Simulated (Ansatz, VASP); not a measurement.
## Two plane-wave programs on Al

```
Al
1.0
     2.81246    0.00000    0.00000
    -1.40623    2.43566    0.00000
     0.00000    0.00000    4.86685
Al
2
Cartesian
  1.1941 0.5998 3.6501
  0.0000 1.6238 1.2167
```

Alike in both runs: task single point; functional PBEsol; k mesh 18 × 18 × 10; occupations gaussian, width 0.15 eV; no spin polarisation.

```csv
,VASP,Ansatz
version,VASP 6.6.1,Ansatz 0.2.0
potentials or method,"VASP PAW PBE potentials, release 64 (Al), cutoff 520 eV","scalar-relativistic, plane waves, PAW"
valence electrons in the cell,6,6
```

```csv
,VASP,Ansatz,Ansatz less VASP
gap on the k mesh at the Fermi level (eV),none,none,-
pressure (GPa),-0.8,-0.9,-0.06
"traceless stress, the component that is largest in VASP (GPa)",-0.72,-0.70,+0.014
rms of the force components (eV/Å),0.099,0.099,-0.0005
```

VASP's potentials were made for PBE, not for PBEsol. Atom by atom the forces differ by 0.001 eV/Å (rms over components). A gap of «none» marks a metal or a gap that the smearing closes.
